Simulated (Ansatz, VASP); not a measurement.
**CaO: VASP beside Ansatz**

```xyz
2
Lattice="0.0754 2.4010 2.4010 2.4010 0.0754 2.4010 2.4010 2.4010 0.0754" Properties=species:S:1:pos:R:3 pbc="T T T"
Ca    0.0000    0.0000    0.0000
O     2.4387    2.4387    2.4387
```

Change from the starting cell: epitaxial_111 strain -3.0%.

Alike in both runs: task single point; functional PBE; k mesh 10 × 10 × 10; occupations fermi-dirac, width 0.02 eV; no spin polarisation.

|  | VASP | Ansatz |
| --- | --- | --- |
| version | VASP 6.6.1 | Ansatz 0.2.0 |
| potentials or method | VASP PAW PBE potentials, release 64 (Ca_sv, O) | plane waves, PAW |
| plane-wave cutoff (eV) | 520 | 420 |
| valence electrons in the cell | 16 | 16 |

```tsv
	VASP	Ansatz	Ansatz less VASP
gap on the k mesh at the Fermi level (eV)	3.54	3.56	+0.022
pressure (GPa)	8.7	7.9	-0.72
traceless stress, the component that is largest in VASP (GPa)	-2.63	-2.65	-0.023
```

The functional is the same, so the differences come from potentials, cutoffs and numerics.
